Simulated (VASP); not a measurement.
Set up this calculation in VASP 6.6.1, as the native input.

```
Task                   : single point
Functional             : r2SCAN
Potentials or basis    : VASP PAW PBE potentials, release 64 (C)
Cutoff                 : 520 eV
k mesh                 : 12 × 12 × 12
Occupations            : gaussian, width 0.05 eV
Spin                   : no spin polarisation
Dipole correction      : no
Further INCAR settings : ALGO = Normal; EDIFF = 1e-06; NBANDS = 11
```

Crystal: C.

```
C
1.0
     0.00000    2.05091    1.78340
     1.51589    0.00000    1.78340
     1.51589    2.05091    0.00000
C
2
Direct
  0.50000 0.50000 0.50000
  0.75000 0.75000 0.75000
```

This cell differs from its parent crystal: strain -0.1500 x Voigt [1, -1, 0, 0, 0, 0].

One way to write it, as run:

POSCAR

```
C
1.0
    0.0000000000      2.0509100000      1.7834000000
    1.5158900000      0.0000000000      1.7834000000
    1.5158900000      2.0509100000      0.0000000000
C
2
Direct
    0.5000000000      0.5000000000      0.5000000000
    0.7500000000      0.7500000000      0.7500000000
```

INCAR.step1

```
ALGO = Normal
EDIFF = 1E-4
ENCUT = 520
GGA = PE
ISMEAR = 0
LASPH = T
LCHARG = F
LREAL = F
LWAVE = T
NBANDS = 11
NELM = 100
PREC = Accurate
SIGMA = 0.05
```

INCAR.step2

```
ALGO = Normal
EDIFF = 1E-6
ENCUT = 520
ISIF = 2
ISMEAR = 0
ISTART = 1
LASPH = T
LCHARG = T
LELF = T
LMIXTAU = T
LREAL = F
LVHAR = T
LWAVE = F
METAGGA = R2SCAN
NBANDS = 11
NELM = 100
PREC = Accurate
SIGMA = 0.05
```

KPOINTS

```
k-points
0
Gamma
  12 12 12
```

Potentials or basis: VASP PAW PBE potentials, release 64 (C).

Command:

```sh
$ cat potpaw_PBE.64/C/POTCAR > POTCAR
$ cp INCAR.step1 INCAR
$ mpirun -np 1 vasp_std > vasp.out
$ cp INCAR.step2 INCAR
$ mpirun -np 1 vasp_std > vasp.out
```

It gave:

```yaml
Pressure: 11.8 GPa
Band_gap_on_the_k_mesh: zero (band 4 reaches 12.28 eV, above the bottom of band 5 at 10.94 eV)
```

Caveat: the cell differs from its parent crystal (strain -0.1500 x Voigt [1, -1, 0, 0, 0, 0]); the PAW data sets were made with another functional, which shifts forces and pressure a little.

Run time: 2.8 min on 1 thread of AMD EPYC 7R43 64-Core Processor (Zen 3) (shared host), peak memory 0.1 GiB.
